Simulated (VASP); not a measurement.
## Cd3Te: relaxation of cell and atoms with PBE

The system is Cd3Te.

```xyz
4
Lattice="4.6739 0.0000 0.0000 0.0000 4.6739 0.0000 0.0000 0.0000 4.6739" Properties=species:S:1:pos:R:3 pbc="T T T"
Cd    0.0000    2.3370    2.3370
Cd    2.3370    0.0000    2.3370
Cd    2.3370    2.3370    0.0000
Te    0.0000    0.0000    0.0000
```

```yaml
Program: VASP 6.6.1
Task: relaxation of cell and atoms
Functional: PBE
Potentials_or_basis: VASP PAW PBE potentials, release 64 (Cd, Te)
Cutoff: 600 eV
k_mesh: 10 × 10 × 10
Occupations: gaussian, width 0.1 eV
Spin: no spin polarisation
Dipole_correction: no
Further_INCAR_settings: ALGO = Fast; EDIFF = 1e-07; IBRION = 2; EDIFFG = -0.01; NSW = 100; ISIF = 3
```

The relaxed volume is 25.89 Å³/atom, the relaxed cell is a = 4.696 Å, b = 4.696 Å, c = 4.696 Å, α = 90.00°, β = 90.00°, γ = 90.00° and the space group after relaxing (to 0.1 Å) is Pm-3m (No. 221). The energy gained by relaxing is 0.7 meV/atom, the ionic steps are 2 and the pressure after relaxing is 0.0 GPa. The band gap on the k mesh is zero (bands 21 and 22 overlap by 2.80 eV).

Step by step:
| step | energy change (eV) | largest force (eV/Å) | pressure (GPa) | volume (Å³) |
| --- | --- | --- | --- | --- |
| 1 | 0.0000 | 0.0000 | 0.61 | 102.10 |
| 2 | -0.0028 | 0.0000 | 0.01 | 103.56 |

Final structure:
```
Cd Te
1.0
     4.69600    0.00000    0.00000
     0.00000    4.69600    0.00000
     0.00000    0.00000    4.69600
Cd Te
3 1
Direct
  0.00000 0.50000 0.50000
  0.50000 0.00000 0.50000
  0.50000 0.50000 0.00000
  0.00000 0.00000 0.00000
```

Levels at points of the mesh, in eV from the Fermi level:
```tsv
k point	band 17	band 18	band 19	band 20	band 21	band 22	band 23	band 24	band 25
(0.00, 0.00, 0.00)	-4.71	-3.12	-3.12	-3.12	0.10	0.10	2.95	2.95	2.95
(0.50, 0.00, 0.00)	-6.57	-2.68	-2.11	-2.11	0.30	1.09	1.26	1.26	2.20
(0.50, 0.50, 0.00)	-5.06	-5.06	-4.13	-1.44	0.64	1.27	1.27	2.98	2.98
(0.50, 0.50, 0.50)	-4.26	-4.26	-4.26	-2.13	-2.13	-2.13	-1.87	5.50	5.50
```

Run time: 9.9 min on 1 thread of Intel Xeon 8259CL (shared host), peak memory 0.36 GiB.

Caveat: spin-orbit coupling is left out, which moves the levels of the heavy elements.
